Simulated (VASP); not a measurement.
Write the native input for VASP 6.6.1 that does the following.

```yaml
Task: single point
Functional: PBE
Potentials_or_basis: VASP PAW PBE potentials, release 64 (W_sv)
Cutoff: 500 eV
k_mesh: 6 × 6 × 6
Occupations: methfessel-paxton, width 0.136057 eV
Spin: no spin polarisation
Dipole_correction: no
Further_INCAR_settings: ALGO = Normal; EDIFF = 1e-06; NBANDS = 13
```

The structure of W lies in POSCAR:

```
W
1.0
   -1.5851577801      1.5851577801      1.5851577801
    1.5851577801     -1.5851577801      1.5851577801
    1.5851577801      1.5851577801     -1.5851577801
W
1
Direct
    0.0000000000      0.0000000000      0.0000000000
```

The input as run:

INCAR

```
SYSTEM = W
ALGO = Normal ; EDIFF = 1E-6
ENCUT = 500 ; GGA = PE
GGA_COMPAT = .FALSE. ; ISIF = 2
ISMEAR = 1 ; LASPH = .TRUE.
LCHARG = .TRUE. ; LELF = .TRUE.
LREAL = .FALSE. ; LVHAR = .TRUE.
LWAVE = .FALSE. ; NBANDS = 13
NELM = 120 ; PREC = Accurate
SIGMA = 0.13605693122994
```

KPOINTS

```
k-points
0
G
  6 6 6
  0 0 0
```

Potentials or basis: VASP PAW PBE potentials, release 64 (W_sv).

The run is started by

```console
$ cat potpaw_PBE.64/W_sv/POTCAR > POTCAR
$ mpirun -np 1 vasp_std > vasp.out
```

It gave:

```
Pressure               : 2.6 GPa
Band gap on the k mesh : zero (band 7 reaches 16.54 eV, above the bottom of band 8 at 10.18 eV)
```

Caveat: the k points lie up to 0.47 Å⁻¹ apart; spin-orbit coupling is left out, which moves the levels of the heavy elements.

It took 3.7 s on 1 thread of Intel Xeon 6975P-C, on a shared host, peak memory 0.12 GiB.
